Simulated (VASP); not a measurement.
Write the native input for VASP 6.6.1 that does the following.

| Item | Value |
| --- | --- |
| Task | single point |
| Functional | PBEsol |
| Potentials or basis | VASP PAW PBE potentials, release 64 (Al) |
| Cutoff | 520 eV |
| k mesh | 20 × 20 × 20 |
| Occupations | gaussian, width 0.15 eV |
| Spin | no spin polarisation |
| Dipole correction | no |
| Further INCAR settings | ALGO = Fast; EDIFF = 1e-06; NBANDS = 8 |

The structure of Al lies in POSCAR:

```
Al
1.0
   -1.6309991572      1.6309991572      1.5912186900
    1.6309991572     -1.6309991572      1.5912186900
    1.6309991572      1.6309991572     -1.5912186900
Al
1
Direct
    0.0000000000      0.0000000000      0.0000000000
```

This cell differs from its parent crystal: strain +0.025 along x and y, +0.000 along z.

One way to write it, as run:

INCAR

```
  PREC = Accurate
  ENCUT = 520
  EDIFF = 1E-6
  ISMEAR = 0
  SIGMA = 0.15
  LREAL = F
  LASPH = T
  NELM = 100
  ALGO = Fast
  ISIF = 2
  LWAVE = F
  LCHARG = F
  GGA = PS
  NBANDS = 8
```

KPOINTS

```
regular mesh
0
Gamma
  20 20 20
```

Potentials or basis: VASP PAW PBE potentials, release 64 (Al).

The run is started by

```console
$ cat potpaw_PBE.64/Al/POTCAR > POTCAR
$ mpirun -np 1 vasp_std > vasp.out
```

It gave:

```
Pressure : -1.4 GPa
```

Caveat: the cell differs from its parent crystal (strain +0.025 along x and y, +0.000 along z); the PAW data sets were made with another functional, which shifts forces and pressure a little.

It took 29 s on 1 thread of Intel(R) Xeon(R) 6975P-C (Granite Rapids) (shared host), peak memory 0.18 GiB.
